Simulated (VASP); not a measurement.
# Ag (Im-3m) in VASP: single point with PBE

Aim: the single point of Ag with PBE.

All numbers are computed with VASP 6.6.1; they aren't measurements. Logs are shortened: lines on timing, memory, paths and dates and some standing lists are left out, and cuts for length are marked.

### 1 The cell of the first run

The structure is cubic, space group Im-3m (No. 229). The conventional cell has a = 2.786 Å, b = 2.786 Å, c = 2.786 Å, α = 90.00°, β = 90.00°, γ = 90.00°. Within 3.2 Å of Ag (site symmetry m-3m) lie 14 Ag at 2.41 to 2.79 Å.

This isn't the form of Ag at room conditions, which is fcc.

### 2 Single point, PBE (10.82 Å³/atom)

The input, INCAR:

```
SYSTEM = Ag
ALGO = Normal ; EDIFF = 1E-6
ENCUT = 500 ; GGA = PE
GGA_COMPAT = .False. ; ISIF = 2
ISMEAR = -1 ; LASPH = .True.
LCHARG = .False. ; LREAL = .False.
LWAVE = .False. ; NBANDS = 12
NELM = 120 ; PREC = Accurate
SIGMA = 0.05
```

The input, KPOINTS:

```
k-points
0
Gamma
  16 16 16
  0 0 0
```

The input, POSCAR:

```
Ag
1.0
   -1.3931770164      1.3931770164      1.3931770164
    1.3931770164     -1.3931770164      1.3931770164
    1.3931770164      1.3931770164     -1.3931770164
Ag
1
Direct
    0.0000000000      0.0000000000      0.0000000000
```

Potentials or basis: VASP PAW PBE potentials, release 64 (Ag).

Started as:

```bash
$ cat potpaw_PBE.64/Ag/POTCAR > POTCAR
$ mpirun -np 1 vasp_std > vasp.out
```

OUTCAR:

```text
SYSTEM = Ag
   EDIFF = 1E-6
   ENCUT = 500
   GGA = PE
   ISIF = 2
   ISMEAR = -1
   LASPH = .True.
   LREAL = .False.
   NELM = 120
   PREC = Accurate

 ion  position               nearest neighbor table
   1  0.000  0.000  0.000-

  LATTYP: Found a body centered cubic cell.
 ALAT       =     2.7863540328

  Lattice vectors:

 A1 = (  -1.3931770164,   1.3931770164,   1.3931770164)
 A2 = (   1.3931770164,  -1.3931770164,   1.3931770164)
 A3 = (   1.3931770164,   1.3931770164,  -1.3931770164)

Analysis of symmetry for initial positions (statically):
=====================================================================
 Subroutine PRICEL returns:
 Original cell was already a primitive cell.

 Routine SETGRP: Setting up the symmetry group for a
 body centered cubic supercell.

 Subroutine GETGRP returns: Found 48 space group operations
 (whereof 48 operations were pure point group operations)
 out of a pool of 48 trial point group operations.

The static configuration has the point symmetry O_h .

Analysis of symmetry for dynamics (positions and initial velocities):
=====================================================================
 Subroutine PRICEL returns:
 Original cell was already a primitive cell.

 Routine SETGRP: Setting up the symmetry group for a
 body centered cubic supercell.

 Subroutine GETGRP returns: Found 48 space group operations
 (whereof 48 operations were pure point group operations)
 out of a pool of 48 trial point group operations.

The dynamic configuration has the point symmetry O_h .

 Subroutine INISYM returns: Found 48 space group operations
 (whereof 48 operations are pure point group operations),
 and found     1 'primitive' translations

----------------------------------------------------------------------------------------

                                     Primitive cell

  volume of cell :      10.8163

  direct lattice vectors                    reciprocal lattice vectors
    -1.393177016  1.393177016  1.393177016     0.000000000  0.358891938  0.358891938
     1.393177016 -1.393177016  1.393177016     0.358891938  0.000000000  0.358891938
     1.393177016  1.393177016 -1.393177016     0.358891938  0.358891938  0.000000000

  length of vectors
     2.413053376  2.413053376  2.413053376     0.507549847  0.507549847  0.507549847

  position of ions in fractional coordinates (direct lattice)
     0.000000000  0.000000000  0.000000000

  ion indices of the primitive-cell ions
   primitive index   ion index
                 1           1

----------------------------------------------------------------------------------------

 KPOINTS: k-points

Automatic generation of k-mesh.
 Grid dimensions read from file:
 generate k-points for:   16   16   16

 Generating k-lattice:

  Cartesian coordinates                     Fractional coordinates (reciprocal lattice)
     0.000000000  0.022430746  0.022430746     0.062500000  0.000000000  0.000000000
     0.022430746  0.000000000  0.022430746     0.000000000  0.062500000  0.000000000
     0.022430746  0.022430746  0.000000000     0.000000000  0.000000000  0.062500000

  Length of vectors
     0.031721865  0.031721865  0.031721865

  Shift w.r.t. Gamma in fractional coordinates (k-lattice)
     0.000000000  0.000000000  0.000000000

 Subroutine IBZKPT returns following result:
 ===========================================

 Found    145 irreducible k-points:

 Following reciprocal coordinates:
            Coordinates               Weight
  0.000000  0.000000  0.000000      1.000000
  0.062500  0.000000  0.000000     12.000000
  0.125000  0.000000  0.000000     12.000000
  0.187500  0.000000  0.000000     12.000000
  0.250000  0.000000  0.000000     12.000000
  0.312500  0.000000  0.000000     12.000000
[... 16 lines left out ...]
  0.187500  0.187500  0.000000     24.000000
  0.250000  0.187500  0.000000     48.000000
 [... further k-points ...]
   k-points           NKPTS =    145   k-points in BZ     NKDIM =    145   number of bands    NBANDS=     12
   number of dos      NEDOS =    301   number of ions     NIONS =      1
   total plane-waves  NPLWV =   5832
   dimension x,y,z NGX =    18 NGY =   18 NGZ =   18
   dimension x,y,z NGXF=    36 NGYF=   36 NGZF=   36
   ions per type =               1
   NGX,Y,Z   is equivalent  to a cutoff of  12.40, 12.40, 12.40 a.u.
   NGXF,Y,Z  is equivalent  to a cutoff of  24.80, 24.80, 24.80 a.u.
 SYSTEM =  Ag
   PREC   = accura    normal or accurate (medium, high low for compatibility)
   ISTART =      0    job   : 0-new  1-cont  2-samecut
   ICHARG =      2    charge: 1-file 2-atom 10-const
   ISPIN  =      1    spin polarized calculation?
   LNONCOLLINEAR =      F non collinear calculations
   LSORBIT =      F    spin-orbit coupling
   LASPH  =      T    aspherical Exc in radial PAW
   ENCUT  =  500.0 eV  36.75 Ry    6.06 a.u.   4.40  4.40  4.40*2*pi/ulx,y,z
   NELM   =    120;   NELMIN=  2; NELMDL= -5     # of ELM steps
   EDIFF  = 0.1E-05   stopping-criterion for ELM
   LREAL  =      F    real-space projection
   EDIFFG = 0.1E-04   stopping-criterion for IOM
   NSW    =      0    number of steps for IOM
   IBRION =     -1    ionic relax: 0-MD 1-quasi-New 2-CG
   NFREE  =      0    steps in history (QN), initial steepest desc. (CG)
   ISIF   =      2    stress and relaxation
   ISYM   =      2    0-nonsym 1-usesym 2-fastsym
   POTIM  = 0.5000    time-step for ionic-motion
   TEBEG  =    0.0;   TEEND  =   0.0 temperature during run
   PSTRESS=    0.0 pullay stress
   NELECT =      11.0000    total number of electrons
   NUPDOWN=      -1.0000    fix difference up-down
   EMIN   =  10.00;   EMAX   =-10.00  energy-range for DOS
   EFERMI =   0.00;   METHOD = LEGACY
   ISMEAR =    -1;   SIGMA  =   0.05  broadening in eV -4-tet -1-fermi 0-gaus
   EFERMI_NEDOS =   21; number of points for ismear=-14 and -15
   IALGO  =     38    algorithm
   IMIX   =      4    mixing-type and parameters
     AMIX     =   0.40;   BMIX     =  1.00
     AMIX_MAG =   1.60;   BMIX_MAG =  1.00
  volume/ion in A,a.u.               =      10.82        72.99
  Fermi-wavevector in a.u.,A,eV,Ry     =   1.646314  3.111083 36.876563  2.710351
  Thomas-Fermi vector in A             =   2.735963
   LORBIT       =      0    0 simple, 1 ext, 2 COOP (PROOUT), +10 PAW based schemes
   GGA     = PE    functional components
   LHFCALC =     F    Hartree Fock is set to
   AEXX    =    0.0000 exact exchange contribution
   IVDW    =     0    specifies the selected vdW correction
   LEPSILON=     F    determine dielectric tensor
   LRPA    =     F    only Hartree local field effects (RPA)
 non-spin polarized calculation
  energy-cutoff  :      500.00
  volume of cell :       10.82
 maximum number of plane-waves:       285
 NGX is ok and might be reduce to    18
   NGX =  9   NGY =  9   NGZ =  9

 number of electron      10.9999998 magnetization

 Free energy of the ion-electron system (eV)
  ---------------------------------------------------
  ext. energy  EPLUGINS =         0.00000000
  ---------------------------------------------------
  free energy    TOTEN  =        -0.25547754 eV

  energy without entropy =       -0.25226450  energy(sigma->0) =       -0.25387102

 E-fermi :  17.1621     XC(G=0): -15.1493

 val. band max:       17.0792034965   @ k =   0.3750   0.1250   0.0000
 cond. band min:      17.1788394878   @ k =  -0.3125   0.4375   0.1250
 fundamental gap:      0.0996359914
 Fermi energy:        17.1620999638

 k-point     1 :       0.0000    0.0000    0.0000
  band No.  band energies     occupation
      1       4.9123      2.00000
      2       9.2895      2.00000
      3       9.2895      2.00000
      4       9.2895      2.00000
      5      12.0347      2.00000
      6      12.0347      2.00000
      7      35.4065      0.00000
      8      35.4065      0.00000
      9      35.4065      0.00000
     10      47.1689      0.00000
     11      47.1689      0.00000
     12      51.2874      0.00000

 k-point     2 :       0.0625    0.0000    0.0000
  band No.  band energies     occupation
      1       5.1045      2.00000
      2       9.2156      2.00000
      3       9.2924      2.00000
      4       9.4399      2.00000
      5      11.9435      2.00000
      6      12.0399      2.00000
      7      35.4625      0.00000
      8      35.4766      0.00000
      9      35.6768      0.00000
     10      45.7544      0.00000
     11      46.8175      0.00000
     12      50.4184      0.00000

 k-point     3 :       0.1250    0.0000    0.0000
  band No.  band energies     occupation
      1       5.6405      2.00000
      2       9.0101      2.00000
      3       9.3034      2.00000
      4       9.8806      2.00000
      5      11.7412      2.00000
      6      12.0586      2.00000
      7      35.3934      0.00000
      8      35.5302      0.00000
      9      36.4608      0.00000
     10      43.9563      0.00000
     11      45.6993      0.00000
     12      48.2614      0.00000
[... 286 lines left out ...]
 k-point    23 :       0.1875    0.1875    0.0000
  band No.  band energies     occupation
      1       7.4483      2.00000
      2       8.4492      2.00000
      3       9.2288      2.00000
      4      11.4021      2.00000
      5      12.4443      2.00000
      6      14.0554      2.00000
      7      31.6507      0.00000
      8      31.8837      0.00000
      9      37.4288      0.00000
     10      39.1412      0.00000
     11      45.1982      0.00000
     12      49.0186      0.00000

 k-point    24 :       0.2500    0.1875    0.0000
  band No.  band energies     occupation
      1       7.3464      2.00000
      2       8.2219      2.00000
      3       9.7984      2.00000
      4      11.5644      2.00000
      5      12.5957      2.00000
      6      15.8004      2.00000
      7      29.2254      0.00000
      8      30.7557      0.00000
      9      35.9786      0.00000
     10      40.0997      0.00000
     11      45.4144      0.00000
     12      49.3228      0.00000

 [... further k-points ...]
[... 5 lines left out ...]
  --------------------------------------------------------------------------------------
  -------------------------------------------------------------------------------------
  Total       12.6456280     12.6456280     12.6456280     -0.0000000     -0.0000000      0.0000000
  in kB     1873.1479873   1873.1479873   1873.1479873     -0.0000000     -0.0000000      0.0000000
  external PRESSURE =    1873.1479873 kB  Pullay stress =       0.0000000 kB

 VOLUME and BASIS-vectors are now :
 -----------------------------------------------------------------------------
  energy-cutoff  :      500.00
  volume of cell :       10.82
      direct lattice vectors                 reciprocal lattice vectors
    -1.393177016  1.393177016  1.393177016     0.000000000  0.358891938  0.358891938
     1.393177016 -1.393177016  1.393177016     0.358891938  0.000000000  0.358891938
     1.393177016  1.393177016 -1.393177016     0.358891938  0.358891938  0.000000000

 POSITION                                       TOTAL-FORCE (eV/Angst)
 -----------------------------------------------------------------------------------
      0.00000      0.00000      0.00000         0.000000     -0.000000      0.000000
 -----------------------------------------------------------------------------------
    total drift:                                0.000000     -0.000000      0.000000

  FREE ENERGIE OF THE ION-ELECTRON SYSTEM (eV)
  ---------------------------------------------------
  free  energy   TOTEN  =        -0.2554775374 eV

  energy  without entropy=       -0.2522645042  energy(sigma->0) =       -0.25387102
```

It took 12 s on 1 thread of AMD EPYC 7R43 (Zen 3), shared host; peak memory 0.1 GiB.

What came out:

```
Free energy            : -0.2555 eV
Pressure               : 187.3 GPa
Band gap on the k mesh : zero (an odd number of electrons rules out a gap without spin polarisation)
```

Levels at points of the mesh, in eV from the Fermi level:
| k point | band 1 | band 2 | band 3 | band 4 | band 5 | band 6 | band 7 | band 8 | band 9 | band 10 |
| --- | --- | --- | --- | --- | --- | --- | --- | --- | --- | --- |
| (0.00, 0.00, 0.00) | -12.25 | -7.87 | -7.87 | -7.87 | -5.13 | -5.13 | 18.24 | 18.24 | 18.24 | 30.01 |
| (0.50, 0.00, 0.00) | -10.95 | -9.57 | -5.17 | -4.75 | -2.80 | -1.74 | 7.42 | 13.74 | 18.73 | 26.63 |
| (0.50, 0.50, 0.50) | -11.14 | -11.14 | -3.37 | -3.37 | -3.37 | 7.97 | 7.97 | 7.97 | 18.53 | 18.53 |

Caveat: the cell stands under pressure.
